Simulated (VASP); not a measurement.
## InAs: relaxation of cell and atoms with PBEsol+D4

InAs:

```
CELL_PARAMETERS angstrom
0.00000 3.01800 3.01800
3.01800 0.00000 3.01800
3.01800 3.01800 0.00000
ATOMIC_POSITIONS crystal
In 0.00000 0.00000 0.00000
As 0.75000 0.75000 0.75000
```

```yaml
Program: VASP 6.6.1
Task: relaxation of cell and atoms
Functional: PBEsol
Dispersion: D4
Potentials_or_basis: VASP PAW PBE potentials, release 64 (In_d, As)
Cutoff: 600 eV
k_mesh: 8 × 8 × 8
Occupations: fermi-dirac, width 0.05 eV
Spin: no spin polarisation
Dipole_correction: no
Further_INCAR_settings: ALGO = Normal; EDIFF = 1e-07; IBRION = 2; EDIFFG = -0.005; NSW = 80; ISIF = 3
```

```json
{
  "Relaxed volume": "27.72 Å³/atom",
  "Relaxed cell": "a = 4.280 Å, b = 4.280 Å, c = 4.280 Å, α = 60.00°, β = 60.00°, γ = 60.00°",
  "Space group after relaxing (to 0.1 Å)": "F-43m (No. 216)",
  "Energy gained by relaxing": "0.4 meV/atom",
  "Ionic steps": "3",
  "Pressure after relaxing": "0.0 GPa",
  "Band gap on the k mesh": "zero (filled and empty bands touch)",
  "Dispersion energy per atom": "-0.202 eV"
}
```

Step by step:
```csv
step,energy change (eV),largest force (eV/Å),pressure (GPa),volume (Å³)
1,0.0000,0.0000,0.52,54.98
2,-0.0006,0.0000,-0.25,55.69
3,-0.0008,0.0000,0.01,55.45
```

Final structure:
```
In As
1.0
     0.00000    3.02655    3.02655
     3.02655    0.00000    3.02655
     3.02655    3.02655    0.00000
In As
1 1
Direct
  0.00000 0.00000 0.00000
  0.75000 0.75000 0.75000
```

Levels at points of the mesh, in eV from the Fermi level:
| k point | band 5 | band 6 | band 7 | band 8 | band 9 | band 10 | band 11 | band 12 | band 13 |
| --- | --- | --- | --- | --- | --- | --- | --- | --- | --- |
| (0.00, 0.00, 0.00) | -14.25 | -11.92 | -0.35 | -0.05 | -0.05 | -0.05 | 3.81 | 3.81 | 3.81 |
| (0.50, 0.00, 0.00) | -14.24 | -10.44 | -5.85 | -1.04 | -1.04 | 0.82 | 4.57 | 4.57 | 6.66 |
| (0.50, 0.50, 0.00) | -14.23 | -9.90 | -5.92 | -2.38 | -2.38 | 1.40 | 1.93 | 9.01 | 9.15 |

Wall time 110 s on 1 thread of Intel Xeon 8259CL, on a shared host, peak memory 0.23 GiB.

Caveat: semilocal functionals underestimate gaps, so a narrow gap can read as zero; the PAW data sets were made with another functional, which shifts forces and pressure a little; spin-orbit coupling is left out, which moves the levels of the heavy elements. Zero-point motion and thermal expansion aren't in these numbers.
